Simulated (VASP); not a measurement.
# AlFe (Pm-3m) in VASP: a series of runs

The runs below take AlFe through single point, relaxation of cell and atoms, with PBE+D3(BJ).

Program: VASP 6.6.1. These are calculated values, not measurements. Logs are shortened: lines on timing, memory, paths and dates and some standing lists are left out, and cuts for length are marked.

## 1. The cell of the first run

The structure is cubic, space group Pm-3m (No. 221). The conventional cell has a = 2.844 Å, b = 2.844 Å, c = 2.844 Å, α = 90.00°, β = 90.00°, γ = 90.00°. Within 3.3 Å of Al (site symmetry m-3m) lie 8 Fe at 2.46 Å and 6 Al at 2.84 Å. Fe (site symmetry m-3m) has 8 Al at 2.46 Å and 6 Fe at 2.84 Å within 3.3 Å.

## 2. Single point, PBE+D3(BJ), collinear spin, ferromagnetic start

INCAR reads:

```
PREC = Accurate
ENCUT = 520
EDIFF = 1E-6
ISMEAR = 0
SIGMA = 0.1
LREAL = F
LASPH = T
NELM = 150
ALGO = Normal
ISIF = 2
LWAVE = F
LCHARG = F
ISPIN = 2
MAGMOM = 0 0.77
LORBIT = 11
LMAXMIX = 4
GGA = PE
IVDW = 12
NBANDS = 16
```

KPOINTS reads:

```
regular mesh
0
Gamma
  14 14 14
```

POSCAR reads:

```
AlFe
1.0
    2.8439856512      0.0000000000      0.0000000000
    0.0000000000      2.8439856512      0.0000000000
    0.0000000000      0.0000000000      2.8439856512
Al Fe
1 1
Direct
    0.0000000000      0.0000000000      0.0000000000
    0.5000000000      0.5000000000      0.5000000000
```

Potentials or basis: VASP PAW PBE potentials, release 64 (Al, Fe).

The run is started by

```
$ cat potpaw_PBE.64/Al/POTCAR potpaw_PBE.64/Fe/POTCAR > POTCAR
$ mpirun -np 1 vasp_std > vasp.out
```

OUTCAR:

```text
PREC = Accurate
   ENCUT = 520
   EDIFF = 1E-6
   ISMEAR = 0
   LREAL = F
   LASPH = T
   NELM = 150
   ISIF = 2
   ISPIN = 2
   LORBIT = 11
   GGA = PE
   IVDW = 12
 IVDW          = 12

 ion  position               nearest neighbor table
   1  0.000  0.000  0.000-   2 2.46   2 2.46   2 2.46   2 2.46   2 2.46   2 2.46   2 2.46   2 2.46

   2  0.500  0.500  0.500-   1 2.46   1 2.46   1 2.46   1 2.46   1 2.46   1 2.46   1 2.46   1 2.46

  LATTYP: Found a simple cubic cell.
 ALAT       =     2.8439856512

  Lattice vectors:

 A1 = (   2.8439856512,   0.0000000000,   0.0000000000)
 A2 = (   0.0000000000,   2.8439856512,   0.0000000000)
 A3 = (   0.0000000000,   0.0000000000,   2.8439856512)

Analysis of symmetry for initial positions (statically):
=====================================================================
 Subroutine PRICEL returns:
 Original cell was already a primitive cell.

 Routine SETGRP: Setting up the symmetry group for a
 simple cubic supercell.

 Subroutine GETGRP returns: Found 48 space group operations
 (whereof 48 operations were pure point group operations)
 out of a pool of 48 trial point group operations.

The static configuration has the point symmetry O_h .

Analysis of symmetry for dynamics (positions and initial velocities):
=====================================================================
 Subroutine PRICEL returns:
 Original cell was already a primitive cell.

 Routine SETGRP: Setting up the symmetry group for a
 simple cubic supercell.

 Subroutine GETGRP returns: Found 48 space group operations
 (whereof 48 operations were pure point group operations)
 out of a pool of 48 trial point group operations.

The dynamic configuration has the point symmetry O_h .

Analysis of structural, dynamic, and magnetic symmetry:
=====================================================================
 Subroutine PRICEL returns:
 Original cell was already a primitive cell.

 Routine SETGRP: Setting up the symmetry group for a
 simple cubic supercell.

 Subroutine GETGRP returns: Found 48 space group operations
 (whereof 48 operations were pure point group operations)
 out of a pool of 48 trial point group operations.

The overall configuration has the point symmetry O_h .

 Subroutine INISYM returns: Found 48 space group operations
 (whereof 48 operations are pure point group operations),
 and found     1 'primitive' translations

----------------------------------------------------------------------------------------

                                     Primitive cell

  volume of cell :      23.0029

  direct lattice vectors                    reciprocal lattice vectors
     2.843985651  0.000000000  0.000000000     0.351619214  0.000000000  0.000000000
     0.000000000  2.843985651  0.000000000     0.000000000  0.351619214  0.000000000
     0.000000000  0.000000000  2.843985651     0.000000000  0.000000000  0.351619214

  length of vectors
     2.843985651  2.843985651  2.843985651     0.351619214  0.351619214  0.351619214

  position of ions in fractional coordinates (direct lattice)
     0.000000000  0.000000000  0.000000000
     0.500000000  0.500000000  0.500000000

  ion indices of the primitive-cell ions
   primitive index   ion index
                 1           1
                 2           2

----------------------------------------------------------------------------------------

 KPOINTS: regular mesh

Automatic generation of k-mesh.
 Grid dimensions read from file:
 generate k-points for:   14   14   14

 Generating k-lattice:

  Cartesian coordinates                     Fractional coordinates (reciprocal lattice)
     0.025115658  0.000000000  0.000000000     0.071428571  0.000000000  0.000000000
     0.000000000  0.025115658  0.000000000     0.000000000  0.071428571  0.000000000
     0.000000000  0.000000000  0.025115658     0.000000000  0.000000000  0.071428571

  Length of vectors
     0.025115658  0.025115658  0.025115658

  Shift w.r.t. Gamma in fractional coordinates (k-lattice)
     0.000000000  0.000000000  0.000000000

 Subroutine IBZKPT returns following result:
 ===========================================

 Found    120 irreducible k-points:

 Following reciprocal coordinates:
            Coordinates               Weight
  0.000000  0.000000  0.000000      1.000000
  0.071429  0.000000  0.000000      6.000000
  0.142857  0.000000  0.000000      6.000000
  0.214286  0.000000  0.000000      6.000000
  0.285714  0.000000  0.000000      6.000000
  0.357143  0.000000  0.000000      6.000000
[... 16 lines left out ...]
  0.285714  0.214286  0.000000     24.000000
  0.357143  0.214286  0.000000     24.000000
 [... further k-points ...]
   k-points           NKPTS =    120   k-points in BZ     NKDIM =    120   number of bands    NBANDS=     16
   number of dos      NEDOS =    301   number of ions     NIONS =      2
   total plane-waves  NPLWV =  13824
   dimension x,y,z NGX =    24 NGY =   24 NGZ =   24
   dimension x,y,z NGXF=    48 NGYF=   48 NGZF=   48
   ions per type =               1   1
   NGX,Y,Z   is equivalent  to a cutoff of  14.03, 14.03, 14.03 a.u.
   NGXF,Y,Z  is equivalent  to a cutoff of  28.06, 28.06, 28.06 a.u.
 SYSTEM =  unknown system
   PREC   = accura    normal or accurate (medium, high low for compatibility)
   ISTART =      0    job   : 0-new  1-cont  2-samecut
   ICHARG =      2    charge: 1-file 2-atom 10-const
   ISPIN  =      2    spin polarized calculation?
   LNONCOLLINEAR =      F non collinear calculations
   LSORBIT =      F    spin-orbit coupling
   LASPH  =      T    aspherical Exc in radial PAW
   ENCUT  =  520.0 eV  38.22 Ry    6.18 a.u.   5.29  5.29  5.29*2*pi/ulx,y,z
   NELM   =    150;   NELMIN=  2; NELMDL= -5     # of ELM steps
   EDIFF  = 0.1E-05   stopping-criterion for ELM
   LREAL  =      F    real-space projection
   EDIFFG = 0.1E-04   stopping-criterion for IOM
   NSW    =      0    number of steps for IOM
   IBRION =     -1    ionic relax: 0-MD 1-quasi-New 2-CG
   NFREE  =      0    steps in history (QN), initial steepest desc. (CG)
   ISIF   =      2    stress and relaxation
   ISYM   =      2    0-nonsym 1-usesym 2-fastsym
   POTIM  = 0.5000    time-step for ionic-motion
   TEBEG  =    0.0;   TEEND  =   0.0 temperature during run
   PSTRESS=    0.0 pullay stress
   NELECT =      11.0000    total number of electrons
   NUPDOWN=      -1.0000    fix difference up-down
   EMIN   =  10.00;   EMAX   =-10.00  energy-range for DOS
   EFERMI =   0.00;   METHOD = LEGACY
   ISMEAR =     0;   SIGMA  =   0.10  broadening in eV -4-tet -1-fermi 0-gaus
   EFERMI_NEDOS =   21; number of points for ismear=-14 and -15
   IALGO  =     38    algorithm
   IMIX   =      4    mixing-type and parameters
     AMIX     =   0.40;   BMIX     =  1.00
     AMIX_MAG =   1.60;   BMIX_MAG =  1.00
  volume/ion in A,a.u.               =      11.50        77.62
  Fermi-wavevector in a.u.,A,eV,Ry     =   1.280201  2.419230 22.298804  1.638916
  Thomas-Fermi vector in A             =   2.412643
   LORBIT       =     11    0 simple, 1 ext, 2 COOP (PROOUT), +10 PAW based schemes
   GGA     = PE    functional components
   LHFCALC =     F    Hartree Fock is set to
   AEXX    =    0.0000 exact exchange contribution
   IVDW    =    12    specifies the selected vdW correction
   LEPSILON=     F    determine dielectric tensor
   LRPA    =     F    only Hartree local field effects (RPA)
 spin polarized calculation
 Gauss-broadening in eV      SIGMA  =   0.10
  energy-cutoff  :      520.00
  volume of cell :       23.00
 maximum number of plane-waves:       639
 NGX is ok and might be reduce to    24
   NGX = 11   NGY = 11   NGZ = 11

 number of electron      11.0000004 magnetization       0.6544091

 Free energy of the ion-electron system (eV)
  ---------------------------------------------------
  ext. energy  EPLUGINS =         0.00000000
  ---------------------------------------------------
  free energy    TOTEN  =       -12.63988603 eV

  energy without entropy =      -12.62947596  energy(sigma->0) =      -12.63468099

 E-fermi :   8.3414     XC(G=0): -12.2982

 val. band max:        8.3343519611   @ k =   0.5000   0.2857   0.1429
 cond. band min:       8.3429104403   @ k =   0.5000   0.3571   0.3571
 fundamental gap:      0.0085584793
 Fermi energy:         8.3414236605

 spin component 1

 k-point     1 :       0.0000    0.0000    0.0000
  band No.  band energies     occupation
      1      -2.2399      1.00000
      2       5.7550      1.00000
      3       5.7550      1.00000
      4       8.0022      1.00000
      5       8.0022      1.00000
      6       8.0022      1.00000
[... 8 lines left out ...]
     15      30.5576      0.00000
     16      32.3664      0.00000
[... 419 lines left out ...]
 k-point    24 :       0.3571    0.2143    0.0000
  band No.  band energies     occupation
      1       0.8641      1.00000
      2       4.6964      1.00000
      3       6.2547      1.00000
      4       6.9416      1.00000
      5       7.2554      1.00000
      6       7.7279      1.00000
[... 8 lines left out ...]
     15      27.3136      0.00000
     16      30.3185      0.00000

 [... further k-points ...]

 spin component 2

 k-point     1 :       0.0000    0.0000    0.0000
  band No.  band energies     occupation
      1      -2.2291      1.00000
      2       6.0843      1.00000
      3       6.0843      1.00000
      4       8.7889      0.00000
      5       8.7889      0.00000
      6       8.7889      0.00000
[... 8 lines left out ...]
     15      30.6067      0.00000
     16      32.3530      0.00000
[... 419 lines left out ...]
 k-point    24 :       0.3571    0.2143    0.0000
  band No.  band energies     occupation
      1       0.8818      1.00000
      2       4.8561      1.00000
      3       6.5920      1.00000
      4       7.4632      1.00000
      5       7.9619      1.00000
      6       8.4854      0.02089
[... 8 lines left out ...]
     15      27.3571      0.00000
     16      30.3089      0.00000

 [... further k-points ...]

------------------------ aborting loop because EDIFF is reached ----------------------------------------

 Edisp (eV)   -0.83028

 E8    (eV) :    -0.3722

  FORCE on cell =-STRESS in cart. coord.  units (eV):
  Direction    XX          YY          ZZ          XY          YZ          ZX
  --------------------------------------------------------------------------------------
  -------------------------------------------------------------------------------------
  Total      -0.00425    -0.00425    -0.00425    -0.00000    -0.00000    -0.00000
  in kB      -0.29590    -0.29590    -0.29590    -0.00000    -0.00000    -0.00000
  external pressure =       -0.30 kB  Pullay stress =        0.00 kB

 VOLUME and BASIS-vectors are now :
 -----------------------------------------------------------------------------
  energy-cutoff  :      520.00
  volume of cell :       23.00
      direct lattice vectors                 reciprocal lattice vectors
     2.843985651  0.000000000  0.000000000     0.351619214  0.000000000  0.000000000
     0.000000000  2.843985651  0.000000000     0.000000000  0.351619214  0.000000000
     0.000000000  0.000000000  2.843985651     0.000000000  0.000000000  0.351619214

 POSITION                                       TOTAL-FORCE (eV/Angst)
 -----------------------------------------------------------------------------------
      0.00000      0.00000      0.00000         0.000000      0.000000      0.000000
      1.42199      1.42199      1.42199         0.000000      0.000000      0.000000
 -----------------------------------------------------------------------------------
    total drift:                                0.000000     -0.000000     -0.000000

  FREE ENERGIE OF THE ION-ELECTRON SYSTEM (eV)
  ---------------------------------------------------
  free  energy   TOTEN  =       -13.4701698676 eV

  energy  without entropy=      -13.4597597993  energy(sigma->0) =      -13.46496483

 total charge

# of ion       s       p       d       tot
------------------------------------------
    1        0.404   0.451   0.000   0.856
    2        0.443   0.527   6.514   7.485
--------------------------------------------------
tot          0.848   0.978   6.514   8.340

 magnetization (x)

# of ion       s       p       d       tot
------------------------------------------
    1       -0.007  -0.014   0.000  -0.022
    2        0.000   0.008   0.680   0.688
--------------------------------------------------
tot         -0.007  -0.007   0.680   0.666
```

Wall time 2.7 min (1 thread of Oxide Virtual Turin-like, shared host); peak memory 0.18 GiB.

Results:

```
Free energy                                           : -13.4702 eV
Pressure                                              : 0.0 GPa
Net moment                                            : 0.65 μB per cell
Site moments                                          : Al -0.02; Fe +0.69 μB
Valence electrons inside the program's atomic spheres : Al 0.86; Fe 7.49
Dispersion energy per atom                            : -0.415 eV
```

Levels at points of the mesh, in eV from the Fermi level:
Spin up:
```tsv
k point	band 3	band 4	band 5	band 6	band 7	band 8	band 9	band 10
(0.00, 0.00, 0.00)	-2.59	-0.34	-0.34	-0.34	6.56	6.56	6.56	9.50
(0.50, 0.00, 0.00)	-1.93	-1.33	-1.33	-0.21	1.00	8.80	11.28	11.28
(0.50, 0.50, 0.00)	-2.14	-2.14	-1.09	-1.09	0.53	3.42	4.29	13.24
(0.50, 0.50, 0.50)	-3.71	0.57	0.57	3.02	3.02	3.02	4.60	6.15
```
Spin down:
```csv
k point,band 1,band 2,band 3,band 4,band 5,band 6,band 7,band 8,band 9,band 10
"(0.00, 0.00, 0.00)",-10.57,-2.26,-2.26,0.45,0.45,0.45,6.60,6.60,6.60,9.57
"(0.50, 0.00, 0.00)",-6.30,-6.06,-1.54,-0.64,-0.64,0.59,1.46,8.69,11.37,11.37
"(0.50, 0.50, 0.00)",-4.79,-2.32,-2.14,-2.14,-0.38,-0.38,1.02,3.73,4.80,13.19
"(0.50, 0.50, 0.50)",-3.33,-3.33,-3.33,1.07,1.07,3.09,3.09,3.09,4.54,6.54
```

Caveat: pairwise dispersion overbinds metals, which lowers pressure and volume.

[end of part 1 of 2]
